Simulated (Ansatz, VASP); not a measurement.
**Two plane-wave programs on HgTe**

File INCAR:

```
SYSTEM = HgTe
  PREC = Accurate
  ENCUT = 500
  EDIFF = 1E-6
  ISMEAR = 0
  SIGMA = 0.05
  LREAL = .False.
  LASPH = .True.
  NELM = 120
  ALGO = Normal
  ISIF = 2
  LWAVE = .False.
  LCHARG = .True.
  GGA = CA
  LELF = .True.
  LVHAR = .True.
  NBANDS = 16
  GGA_COMPAT = .False.
```

The input KPOINTS:

```
Automatic mesh
0
Gamma
  4 4 4
  0 0 0
```

File POSCAR:

```
HgTe
1.0
    3.9161668759      0.0000000000      0.0000000000
    0.0000000000      3.9161668759      0.0000000000
    0.0000000000      0.0000000000      3.9161668759
Hg Te
1 1
Direct
    0.0000000000      0.0000000000      0.0000000000
    0.5000000000      0.5000000000      0.5000000000
```

Input for Ansatz:

```yaml
crystal:
  lattice:
    - [3.9161668759, 0.0, 0.0]
    - [0.0, 3.9161668759, 0.0]
    - [0.0, 0.0, 3.9161668759]
  atoms:
    - { symbol: Hg, position: [0.0, 0.0, 0.0] }
    - { symbol: Te, position: [0.5, 0.5, 0.5] }
basis:
  ecutwfc: 420
kpoints:
  mp_grid: { grid: [4, 4, 4] }
hamiltonian:
  xc: lda
scf:
  occupations: { method: gaussian, width: 0.05 }
output:
  forces: true
  stress: true
  eigenvalues: true
```

Alike in both runs: task single point; functional LDA; k mesh 4 × 4 × 4; occupations gaussian, width 0.05 eV; no spin polarisation.

|  | VASP | Ansatz |
| --- | --- | --- |
| version | VASP 6.6.1 | Ansatz 0.2.0 |
| potentials or method | VASP PAW LDA potentials, release 64 (Hg, Te), cutoff 500 eV | scalar-relativistic, plane waves, PAW |
| valence electrons in the cell | 18 | 36 |

Ansatz gave:

```
gap on the k mesh at the Fermi level (eV) : none
pressure (GPa)                            : -7.2
```

Estimate VASP's values.

gap on the k mesh at the Fermi level (eV): none; pressure (GPa): -7.1.

LDA's correlation is that of Perdew and Zunger in VASP and of Perdew and Wang (1992) in Ansatz. A gap of «none» marks a metal or a gap that the smearing closes. VASP's potentials hold 18 valence electrons a cell and Ansatz's 36, so a difference there can come from the potentials and not from the codes.

The k mesh is coarse, so the values compare programs but aren't converged. Neither program's run includes spin-orbit coupling.
